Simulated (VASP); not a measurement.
Write the native input for VASP 6.6.1 that does the following.

```
Task                   : single point
Functional             : PBEsol
Dispersion             : D3(BJ)
Potentials or basis    : VASP PAW PBE potentials, release 64 (Al)
Cutoff                 : 520 eV
k mesh                 : 18 × 18 × 6
Occupations            : gaussian, width 0.15 eV
Spin                   : no spin polarisation
Dipole correction      : no
Further INCAR settings : ALGO = Fast; EDIFF = 1e-06; NBANDS = 14
```

The structure of Al lies in POSCAR:

```
Al
1.0
    2.8187530102      0.0000000000      0.0000000000
   -1.4093765051      2.4411117138      0.0000000000
    0.0000000000      0.0000000000      9.4383125792
Al
4
Direct
    0.0000000000      0.0000000000      0.0000000000
    0.3333333333      0.6666666667      0.2500000000
    0.0000000000      0.0000000000      0.5000000000
    0.6666666667      0.3333333333      0.7500000000
```

This cell differs from its parent crystal: volume 16.236 Å^3 an atom, c/a of the conventional cell 3.3484.

The input as run:

INCAR

```
SYSTEM = Al
PREC     = Accurate       ! precision mode
ENCUT    = 520            ! plane-wave cutoff, eV
EDIFF    = 1E-6           ! SCF threshold, eV
ISMEAR   = 0              ! smearing method
SIGMA    = 0.15           ! smearing width, eV
LREAL    = .False.        ! projectors in reciprocal space
LASPH    = .True.         ! aspherical terms in the spheres
NELM     = 80             ! most SCF steps
ALGO     = Fast           ! electronic algorithm
ISIF     = 2              ! what is computed and relaxed
LWAVE    = .False.        ! write WAVECAR
LCHARG   = .True.         ! write CHGCAR
GGA      = PS             ! functional
IVDW     = 12             ! dispersion correction
LELF     = .True.         ! ELF
LVHAR    = .True.       
NBANDS   = 14             ! bands
```

KPOINTS

```
Automatic mesh
0
Gamma
  18 18 6
  0 0 0
```

Potentials or basis: VASP PAW PBE potentials, release 64 (Al).

The run is started by

```sh
$ cat potpaw_PBE.64/Al/POTCAR > POTCAR
$ mpirun -np 1 vasp_std > vasp.out
```

It gave:

```yaml
Pressure: -3.1 GPa
Band_gap_on_the_k_mesh: zero (band 6 reaches 11.75 eV, above the bottom of band 7 at 6.62 eV)
Dispersion_energy_per_atom: -0.323 eV
```

Caveat: the PAW data sets were made with another functional, which shifts forces and pressure a little; pairwise dispersion overbinds metals, which lowers pressure and volume.

Run time: 4.6 min on 1 thread of AMD EPYC 7R13 (shared host), peak memory 0.23 GiB.
